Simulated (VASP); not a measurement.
# CaTa2 (P6/mmm) in VASP: further runs

CaTa2 is run at these levels: PBE; tasks: single point, relaxation of cell and atoms.

Program: VASP 6.6.1. These are calculated values, not measurements. Logs are shortened: lines on timing, memory, paths and dates and some standing lists are left out, and cuts for length are marked.

### 1 The cell of the first run

Symmetry: P6/mmm, No. 191, hexagonal system. Conventional cell: a = 4.945 Å, b = 4.945 Å, c = 3.038 Å, α = 90.00°, β = 90.00°, γ = 120.00°. Ca (site symmetry 6/mmm) has 2 Ca at 3.04 Å and 12 Ta at 3.23 Å within 4.0 Å. Ta (site symmetry -6m2) has 5 Ta at 2.85 to 3.04 Å and 6 Ca at 3.23 Å within 3.8 Å.

### 2 Single point, PBE

INCAR

```
SYSTEM = CaTa2
  PREC = Accurate
  ENCUT = 520
  EDIFF = 1E-6
  ISMEAR = 0
  SIGMA = 0.1
  LREAL = .FALSE.
  LASPH = .TRUE.
  NELM = 60
  ALGO = Normal
  ISIF = 2
  LWAVE = .FALSE.
  LCHARG = .TRUE.
  GGA = PE
  LELF = .TRUE.
  LVHAR = .TRUE.
  NBANDS = 23
```

KPOINTS

```
regular mesh
0
G
  6 6 4
  0 0 0
```

POSCAR

```
CaTa2
1.0
    4.9445295018      0.0000000000      0.0000000000
   -2.4722647509      4.2820881583      0.0000000000
    0.0000000000      0.0000000000      3.0383466014
Ca Ta
1 2
Direct
    0.0000000000      0.0000000000      0.0000000000
    0.3333333333      0.6666666667      0.5000000000
    0.6666666667      0.3333333333      0.5000000000
```

Potentials or basis: VASP PAW PBE potentials, release 64 (Ca_sv, Ta_pv).

Command:

```console
> cat potpaw_PBE.64/Ca_sv/POTCAR potpaw_PBE.64/Ta_pv/POTCAR > POTCAR
> mpirun -np 1 vasp_std > vasp.out
```

OUTCAR:

```text
SYSTEM = CaTa2
   PREC = Accurate
   ENCUT = 520
   EDIFF = 1E-6
   ISMEAR = 0
   LREAL = .FALSE.
   LASPH = .TRUE.
   NELM = 60
   ISIF = 2
   GGA = PE

 ion  position               nearest neighbor table
   1  0.000  0.000  0.000-   2 3.23   3 3.23   2 3.23   3 3.23   2 3.23   2 3.23   3 3.23   3 3.23
                             3 3.23   3 3.23   2 3.23   2 3.23
   2  0.333  0.667  0.500-   3 2.85   3 2.85   3 2.85   1 3.23   1 3.23   1 3.23   1 3.23   1 3.23
                             1 3.23
   3  0.667  0.333  0.500-   2 2.85   2 2.85   2 2.85   1 3.23   1 3.23   1 3.23   1 3.23   1 3.23
                             1 3.23

  LATTYP: Found a hexagonal cell.
 ALAT       =     4.9445295018
 C/A-ratio  =     0.6144864947

  Lattice vectors:

 A1 = (   4.9445295018,   0.0000000000,   0.0000000000)
 A2 = (  -2.4722647509,   4.2820881583,   0.0000000000)
 A3 = (   0.0000000000,   0.0000000000,   3.0383466014)

Analysis of symmetry for initial positions (statically):
=====================================================================
 Subroutine PRICEL returns:
 Original cell was already a primitive cell.

 Routine SETGRP: Setting up the symmetry group for a
 hexagonal supercell.

 Subroutine GETGRP returns: Found 24 space group operations
 (whereof 24 operations were pure point group operations)
 out of a pool of 24 trial point group operations.

The static configuration has the point symmetry D_6h.

Analysis of symmetry for dynamics (positions and initial velocities):
=====================================================================
 Subroutine PRICEL returns:
 Original cell was already a primitive cell.

 Routine SETGRP: Setting up the symmetry group for a
 hexagonal supercell.

 Subroutine GETGRP returns: Found 24 space group operations
 (whereof 24 operations were pure point group operations)
 out of a pool of 24 trial point group operations.

The dynamic configuration has the point symmetry D_6h.

 Subroutine INISYM returns: Found 24 space group operations
 (whereof 24 operations are pure point group operations),
 and found     1 'primitive' translations

----------------------------------------------------------------------------------------

                                     Primitive cell

  volume of cell :      64.3306

  direct lattice vectors                    reciprocal lattice vectors
     4.944529502  0.000000000  0.000000000     0.202243712  0.116765462  0.000000000
    -2.472264751  4.282088158  0.000000000     0.000000000  0.233530923  0.000000000
     0.000000000  0.000000000  3.038346601     0.000000000  0.000000000  0.329126374

  length of vectors
     4.944529502  4.944529502  3.038346601     0.233530923  0.233530923  0.329126374

  position of ions in fractional coordinates (direct lattice)
     0.000000000  0.000000000  0.000000000
     0.333333333  0.666666667  0.500000000
     0.666666667  0.333333333  0.500000000

  ion indices of the primitive-cell ions
   primitive index   ion index
                 1           1
                 2           2
                 3           3

----------------------------------------------------------------------------------------

 KPOINTS: regular mesh

Automatic generation of k-mesh.
 Grid dimensions read from file:
 generate k-points for:    6    6    4

 Generating k-lattice:

  Cartesian coordinates                     Fractional coordinates (reciprocal lattice)
     0.033707285  0.019460910  0.000000000     0.166666667  0.000000000  0.000000000
     0.000000000  0.038921821  0.000000000     0.000000000  0.166666667  0.000000000
     0.000000000  0.000000000  0.082281594     0.000000000  0.000000000  0.250000000

  Length of vectors
     0.038921821  0.038921821  0.082281594

  Shift w.r.t. Gamma in fractional coordinates (k-lattice)
     0.000000000  0.000000000  0.000000000

 Subroutine IBZKPT returns following result:
 ===========================================

 Found     21 irreducible k-points:

 Following reciprocal coordinates:
            Coordinates               Weight
  0.000000  0.000000  0.000000      1.000000
  0.166667 -0.000000  0.000000      6.000000
  0.333333  0.000000  0.000000      6.000000
  0.500000 -0.000000  0.000000      3.000000
  0.166667  0.166667  0.000000      6.000000
  0.333333  0.166667  0.000000     12.000000
[... 13 lines left out ...]
  0.333333  0.166667  0.500000     12.000000
  0.333333  0.333333  0.500000      2.000000
   k-points           NKPTS =     21   k-points in BZ     NKDIM =     21   number of bands    NBANDS=     23
   number of dos      NEDOS =    301   number of ions     NIONS =      3
   total plane-waves  NPLWV =  38400
   dimension x,y,z NGX =    40 NGY =   40 NGZ =   24
   dimension x,y,z NGXF=    80 NGYF=   80 NGZF=   48
   ions per type =               1   2
   NGX,Y,Z   is equivalent  to a cutoff of  13.45, 13.45, 13.13 a.u.
   NGXF,Y,Z  is equivalent  to a cutoff of  26.90, 26.90, 26.26 a.u.
 SYSTEM =  CaTa2
   PREC   = accura    normal or accurate (medium, high low for compatibility)
   ISTART =      0    job   : 0-new  1-cont  2-samecut
   ICHARG =      2    charge: 1-file 2-atom 10-const
   ISPIN  =      1    spin polarized calculation?
   LNONCOLLINEAR =      F non collinear calculations
   LSORBIT =      F    spin-orbit coupling
   LASPH  =      T    aspherical Exc in radial PAW
   ENCUT  =  520.0 eV  38.22 Ry    6.18 a.u.   9.19  9.19  5.65*2*pi/ulx,y,z
   NELM   =     60;   NELMIN=  2; NELMDL= -5     # of ELM steps
   EDIFF  = 0.1E-05   stopping-criterion for ELM
   LREAL  =      F    real-space projection
   EDIFFG = 0.1E-04   stopping-criterion for IOM
   NSW    =      0    number of steps for IOM
   IBRION =     -1    ionic relax: 0-MD 1-quasi-New 2-CG
   NFREE  =      0    steps in history (QN), initial steepest desc. (CG)
   ISIF   =      2    stress and relaxation
   ISYM   =      2    0-nonsym 1-usesym 2-fastsym
   POTIM  = 0.5000    time-step for ionic-motion
   TEBEG  =    0.0;   TEEND  =   0.0 temperature during run
   PSTRESS=    0.0 pullay stress
   NELECT =      32.0000    total number of electrons
   NUPDOWN=      -1.0000    fix difference up-down
   EMIN   =  10.00;   EMAX   =-10.00  energy-range for DOS
   EFERMI =   0.00;   METHOD = LEGACY
   ISMEAR =     0;   SIGMA  =   0.10  broadening in eV -4-tet -1-fermi 0-gaus
   EFERMI_NEDOS =   21; number of points for ismear=-14 and -15
   IALGO  =     38    algorithm
   IMIX   =      4    mixing-type and parameters
     AMIX     =   0.40;   BMIX     =  1.00
     AMIX_MAG =   1.60;   BMIX_MAG =  1.00
  volume/ion in A,a.u.               =      21.44       144.71
  Fermi-wavevector in a.u.,A,eV,Ry     =   1.297136  2.451232 22.892645  1.682562
  Thomas-Fermi vector in A             =   2.428548
   LORBIT       =      0    0 simple, 1 ext, 2 COOP (PROOUT), +10 PAW based schemes
   GGA     = PE    functional components
   LHFCALC =     F    Hartree Fock is set to
   AEXX    =    0.0000 exact exchange contribution
   IVDW    =     0    specifies the selected vdW correction
   LEPSILON=     F    determine dielectric tensor
   LRPA    =     F    only Hartree local field effects (RPA)
 non-spin polarized calculation
 Gauss-broadening in eV      SIGMA  =   0.10
  energy-cutoff  :      520.00
  volume of cell :       64.33
 maximum number of plane-waves:      1757
 NGX is ok and might be reduce to    40
   NGX = 19   NGY = 19   NGZ = 11

 number of electron      31.9999999 magnetization

 Free energy of the ion-electron system (eV)
  ---------------------------------------------------
  ext. energy  EPLUGINS =         0.00000000
  ---------------------------------------------------
  free energy    TOTEN  =       -23.63074980 eV

  energy without entropy =      -23.62561876  energy(sigma->0) =      -23.62818428

 E-fermi :   4.4780     XC(G=0): -11.1886

 val. band max:        4.4175893110   @ k =   0.1667  -0.0000   0.0000
 cond. band min:       4.5725026299   @ k =   0.3333   0.1667   0.5000
 fundamental gap:      0.1549133190
 Fermi energy:         4.4779877748

 k-point     1 :       0.0000    0.0000    0.0000
  band No.  band energies     occupation
      1     -35.3021      2.00000
      2     -29.8012      2.00000
      3     -29.8012      2.00000
      4     -29.4265      2.00000
      5     -29.3130      2.00000
      6     -29.2722      2.00000
[... 15 lines left out ...]
     22       7.1777      0.00000
     23       8.0243      0.00000

 k-point     2 :       0.1667   -0.0000    0.0000
  band No.  band energies     occupation
      1     -35.3026      2.00000
      2     -29.8135      2.00000
      3     -29.7764      2.00000
      4     -29.4198      2.00000
      5     -29.3198      2.00000
      6     -29.2971      2.00000
[... 15 lines left out ...]
     22       7.4808      0.00000
     23       8.2514      0.00000

 k-point     3 :       0.3333    0.0000    0.0000
  band No.  band energies     occupation
      1     -35.3036      2.00000
      2     -29.8365      2.00000
      3     -29.7134      2.00000
      4     -29.4025      2.00000
      5     -29.3606      2.00000
      6     -29.3371      2.00000
[... 15 lines left out ...]
     22       8.1697      0.00000
     23       8.1754      0.00000

 k-point     4 :       0.5000   -0.0000    0.0000
  band No.  band energies     occupation
      1     -35.3042      2.00000
      2     -29.8473      2.00000
      3     -29.6690      2.00000
      4     -29.4054      2.00000
      5     -29.3887      2.00000
      6     -29.3510      2.00000
[... 15 lines left out ...]
     22       7.8209      0.00000
     23       8.8079      0.00000

 k-point     5 :       0.1667    0.1667    0.0000
  band No.  band energies     occupation
      1     -35.3034      2.00000
      2     -29.8334      2.00000
      3     -29.7269      2.00000
      4     -29.4076      2.00000
      5     -29.3488      2.00000
      6     -29.3320      2.00000
[... 15 lines left out ...]
     22       7.9819      0.00000
     23       8.2046      0.00000

 k-point     6 :       0.3333    0.1667    0.0000
  band No.  band energies     occupation
      1     -35.3042      2.00000
      2     -29.8527      2.00000
      3     -29.6491      2.00000
      4     -29.4296      2.00000
      5     -29.3887      2.00000
      6     -29.3509      2.00000
[... 15 lines left out ...]
     22       7.6966      0.00000
     23       8.7883      0.00000

 k-point     7 :       0.3333    0.3333    0.0000
  band No.  band energies     occupation
      1     -35.3045      2.00000
      2     -29.8626      2.00000
      3     -29.5413      2.00000
      4     -29.5413      2.00000
      5     -29.3698      2.00000
      6     -29.3698      2.00000
[... 275 lines left out ...]
     22       8.7592      0.00000
     23       9.1022      0.00000

 k-point    18 :       0.5000   -0.0000    0.5000
  band No.  band energies     occupation
      1     -35.1984      2.00000
      2     -29.8358      2.00000
      3     -29.7905      2.00000
      4     -29.7848      2.00000
      5     -29.6239      2.00000
      6     -29.3616      2.00000
[... 15 lines left out ...]
     22       8.1389      0.00000
     23       8.3724      0.00000

 k-point    19 :       0.1667    0.1667    0.5000
  band No.  band energies     occupation
      1     -35.1990      2.00000
      2     -29.8587      2.00000
      3     -29.7795      2.00000
      4     -29.7602      2.00000
      5     -29.6739      2.00000
      6     -29.3085      2.00000
[... 15 lines left out ...]
     22       9.3714      0.00000
     23       9.4693      0.00000

 k-point    20 :       0.3333    0.1667    0.5000
  band No.  band energies     occupation
      1     -35.1984      2.00000
      2     -29.8354      2.00000
      3     -29.8003      2.00000
      4     -29.7852      2.00000
      5     -29.5992      2.00000
      6     -29.3857      2.00000
[... 15 lines left out ...]
     22       8.2248      0.00000
     23       9.3585      0.00000

 k-point    21 :       0.3333    0.3333    0.5000
  band No.  band energies     occupation
      1     -35.1982      2.00000
      2     -29.8135      2.00000
      3     -29.8106      2.00000
      4     -29.8106      2.00000
      5     -29.4927      2.00000
      6     -29.4927      2.00000
[... 15 lines left out ...]
     22       7.6854      0.00000
     23       9.8401      0.00000

------------------------ aborting loop because EDIFF is reached ----------------------------------------

  FORCE on cell =-STRESS in cart. coord.  units (eV):
  Direction    XX          YY          ZZ          XY          YZ          ZX
  --------------------------------------------------------------------------------------
  -------------------------------------------------------------------------------------
  Total        0.1030246      0.1030246      0.0387322      0.0000000     -0.0000000      0.0000000
  in kB        2.5658649      2.5658649      0.9646401      0.0000000     -0.0000000      0.0000000
  external PRESSURE =       2.0321233 kB  Pullay stress =       0.0000000 kB

 VOLUME and BASIS-vectors are now :
 -----------------------------------------------------------------------------
  energy-cutoff  :      520.00
  volume of cell :       64.33
      direct lattice vectors                 reciprocal lattice vectors
     4.944529502  0.000000000  0.000000000     0.202243712  0.116765462  0.000000000
    -2.472264751  4.282088158  0.000000000     0.000000000  0.233530923  0.000000000
     0.000000000  0.000000000  3.038346601     0.000000000  0.000000000  0.329126374

 POSITION                                       TOTAL-FORCE (eV/Angst)
 -----------------------------------------------------------------------------------
      0.00000      0.00000      0.00000         0.000000      0.000000     -0.000000
     -0.00000      2.85473      1.51917        -0.000000      0.000000      0.000000
      2.47226      1.42736      1.51917         0.000000     -0.000000     -0.000000
 -----------------------------------------------------------------------------------
    total drift:                                0.000000     -0.000000      0.000000

  FREE ENERGIE OF THE ION-ELECTRON SYSTEM (eV)
  ---------------------------------------------------
  free  energy   TOTEN  =       -23.6307498027 eV

  energy  without entropy=      -23.6256187633  energy(sigma->0) =      -23.62818428
```

Run time: 43 s. Hardware: 1 thread of Intel Xeon Platinum 8259CL at 2.50GHz (Skylake/Cascade Lake), shared host; peak memory 0.2 GiB.

What came out:

```
Free energy            : -23.6307 eV
Pressure               : 0.2 GPa
Band gap on the k mesh : zero (bands 16 and 17 overlap by 0.30 eV)
```

Levels at points of the mesh, in eV from the Fermi level:
| k point | band 13 | band 14 | band 15 | band 16 | band 17 | band 18 | band 19 | band 20 |
| --- | --- | --- | --- | --- | --- | --- | --- | --- |
| (0.00, 0.00, 0.00) | -1.27 | -0.58 | -0.58 | -0.36 | -0.36 | 2.14 | 2.14 | 2.70 |
| (0.50, 0.00, 0.00) | -2.62 | -1.05 | -0.97 | -0.60 | 1.35 | 1.43 | 1.58 | 2.35 |
| (0.00, 0.00, 0.50) | -2.26 | -0.94 | -0.94 | -0.93 | 1.07 | 1.07 | 1.11 | 1.11 |
| (0.50, 0.00, 0.50) | -2.16 | -1.12 | -0.75 | -0.75 | 0.70 | 1.25 | 1.99 | 2.91 |

Caveat: the k points lie up to 0.52 Å⁻¹ apart; spin-orbit coupling is left out, which moves the levels of the heavy elements.

### 3 Relaxation of cell and atoms, PBE

This run uses another cell than the first one, of 19.24 Å³/atom.

INCAR

```
SYSTEM = CaTa2
  ALGO = Normal
  EDIFF = 1E-6
  EDIFFG = -0.04
  ENCUT = 600
  GGA = PE
  IBRION = 2
  ISIF = 3
  ISMEAR = 0
  LASPH = .TRUE.
  LCHARG = .FALSE.
  LREAL = .FALSE.
  LWAVE = .FALSE.
  NELM = 80
  NSW = 90
  PREC = Accurate
  SIGMA = 0.1
```

KPOINTS

```
k-points
0
G
  6 6 4
  0 0 0
```

POSCAR

```
CaTa2
1.0
    3.9523704176      0.0000000000      0.0000000000
   -1.9761852088      3.4228531868      0.0000000000
    0.0000000000      0.0000000000      4.2675095871
Ca Ta
1 2
Direct
    0.0000000000      0.0000000000      0.0000000000
    0.3333333333      0.6666666667      0.5000000000
    0.6666666667      0.3333333333      0.5000000000
```

Potentials or basis: VASP PAW PBE potentials, release 64 (Ca_sv, Ta_pv).

Command:

```console
> cat potpaw_PBE.64/Ca_sv/POTCAR potpaw_PBE.64/Ta_pv/POTCAR > POTCAR
> mpirun -np 1 vasp_std > vasp.out
```

It took 7.9 min on 1 thread of Intel Xeon Platinum 8259CL at 2.50GHz (Skylake/Cascade Lake), shared host; peak memory 0.22 GiB.

Results (log left out):

```yaml
Free_energy: -23.6244 eV
Relaxed_volume: 21.50 Å³/atom
Relaxed_cell: a = 4.954 Å, b = 4.954 Å, c = 3.035 Å, α = 90.00°, β = 90.00°, γ = 120.00°
Space_group_after_relaxing_to_0.1_Å: P6/mmm (No. 191)
Energy_gained_by_relaxing: 1418.7 meV/atom
Ionic_steps: 17
Pressure_after_relaxing: -0.1 GPa
Band_gap_on_the_k_mesh: zero (bands 16 and 17 overlap by 0.29 eV)
```

Stress tensor (GPa, compression positive):
```
-0.27  0.00  0.00
 0.00 -0.27  0.00
 0.00  0.00  0.25
```

Step by step:
```tsv
step	energy change (eV)	largest force (eV/Å)	pressure (GPa)	volume (Å³)
1	0.0000	0.0000	44.46	57.73
2	-0.2718	0.0000	-15.96	111.99
3	-2.8068	0.0000	-4.26	79.55
4	-2.8190	0.0000	-3.17	78.37
5	-2.8215	0.0000	-2.47	77.63
6	-3.0521	0.0000	-2.22	74.43
7	-3.4823	0.0000	-0.49	68.89
8	-3.9028	0.0000	16.41	56.79
9	-3.8543	0.0000	5.15	63.19
10	-4.0212	0.0000	9.60	60.00
11	-4.0252	0.0000	10.88	59.28
12	-4.0868	0.0000	10.24	59.31
13	-4.1051	0.0000	9.86	59.29
14	-4.1629	0.0000	7.52	60.34
15	-4.2520	0.0000	1.41	63.57
16	-4.2560	0.0000	0.05	64.40
17	-4.2560	0.0000	-0.10	64.51
```

Final structure:
```yaml
crystal:
  lattice:
    - [4.95449, 0.00000, 0.00000]
    - [-2.47724, 4.29071, 0.00000]
    - [0.00000, 0.00000, 3.03451]
  atoms:
    - { symbol: Ca, position: [0.00000, 0.00000, 0.00000] }
    - { symbol: Ta, position: [0.33333, 0.66667, 0.50000] }
    - { symbol: Ta, position: [0.66667, 0.33333, 0.50000] }
```

Levels at points of the mesh, in eV from the Fermi level:
```csv
k point,band 13,band 14,band 15,band 16,band 17,band 18,band 19,band 20
"(0.00, 0.00, 0.00)",-1.29,-0.58,-0.58,-0.36,-0.36,2.17,2.17,2.70
"(0.50, 0.00, 0.00)",-2.61,-1.04,-0.96,-0.60,1.35,1.42,1.62,2.38
"(0.00, 0.00, 0.50)",-2.25,-0.92,-0.92,-0.91,1.05,1.05,1.12,1.12
"(0.50, 0.00, 0.50)",-2.15,-1.09,-0.74,-0.73,0.71,1.25,1.99,2.92
```

Caveat: the k points lie up to 0.52 Å⁻¹ apart in the final cell; a cell axis changed by over 15 % at a fixed basis, so the end point is rough; spin-orbit coupling is left out, which moves the levels of the heavy elements.

[end of part 1 of 2]

The gap in the log of VASP goes by the Fermi energy; the results here count the filled bands.